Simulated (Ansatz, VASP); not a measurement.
## One calculation of BaTe, two programs

Contents of INCAR:

```
SYSTEM = BaTe
ALGO     = Normal         ! electronic algorithm
EDIFF    = 1E-6           ! SCF threshold, eV
ENCUT    = 520            ! plane-wave cutoff, eV
GGA      = PS             ! functional
ISIF     = 2              ! what is computed and relaxed
ISMEAR   = -1             ! smearing method
LASPH    = .True.         ! aspherical terms in the spheres
LCHARG   = .True.         ! write CHGCAR
LELF     = .True.         ! ELF
LREAL    = .False.        ! projectors in reciprocal space
LVHAR    = .True.       
LWAVE    = .False.        ! write WAVECAR
NBANDS   = 15             ! bands
NELM     = 80             ! most SCF steps
PREC     = Accurate       ! precision mode
SIGMA    = 0.05           ! smearing width, eV
```

File KPOINTS:

```
k-points
0
Gamma
  10 10 10
  0 0 0
```

Contents of POSCAR:

```
BaTe
1.0
    0.0000000000      3.4325834396      3.4325834396
    3.4325834396      0.0000000000      3.4325834396
    3.4325834396      3.4325834396      0.0000000000
Ba Te
1 1
Direct
    0.0000000000      0.0000000000      0.0000000000
    0.5000000000      0.5000000000      0.5000000000
```

Input for Ansatz:

```yaml
crystal:
  lattice:
    - [0.0, 3.4325834396, 3.4325834396]
    - [3.4325834396, 0.0, 3.4325834396]
    - [3.4325834396, 3.4325834396, 0.0]
  atoms:
    - { symbol: Ba, position: [0.0, 0.0, 0.0] }
    - { symbol: Te, position: [0.5, 0.5, 0.5] }
kpoints:
  mp_grid: { grid: [10, 10, 10] }
  band_path:
    path:
      - [0.0, 0.0, 0.0]
      - [0.5, 0.0, 0.5]
      - [0.625, 0.25, 0.625]
      - [0.375, 0.375, 0.75]
      - [0.0, 0.0, 0.0]
      - [0.5, 0.5, 0.5]
      - [0.5, 0.25, 0.75]
      - [0.5, 0.0, 0.5]
    npoints: 5
scf:
  occupations: { method: fermi_dirac, width: 0.05 }
hamiltonian:
  xc: pbesol
  pseudopotentials: { kind: all_electron, lapw: { basis_error: 0.00025 } }
output:
  forces: true
  stress: true
  eigenvalues: true
```

Change from the starting cell: volume scaled by 1.02.

Alike in both runs: task single point; functional PBEsol; k mesh 10 × 10 × 10; occupations fermi-dirac, width 0.05 eV; no spin polarisation.

|  | VASP | Ansatz |
| --- | --- | --- |
| version | VASP 6.6.1 | Ansatz 0.2.0 |
| potentials or method | VASP PAW PBE potentials, release 64 (Ba_sv, Te), cutoff 520 eV | all-electron LAPW, scalar-relativistic |

|  | VASP | Ansatz | Ansatz less VASP |
| --- | --- | --- | --- |
| pressure (GPa) | 1.6 | 1.1 | -0.43 |

VASP's potentials were made for PBE, not for PBEsol. Ansatz ran all-electron here, and VASP with PAW potentials.

Spin-orbit coupling is off throughout.
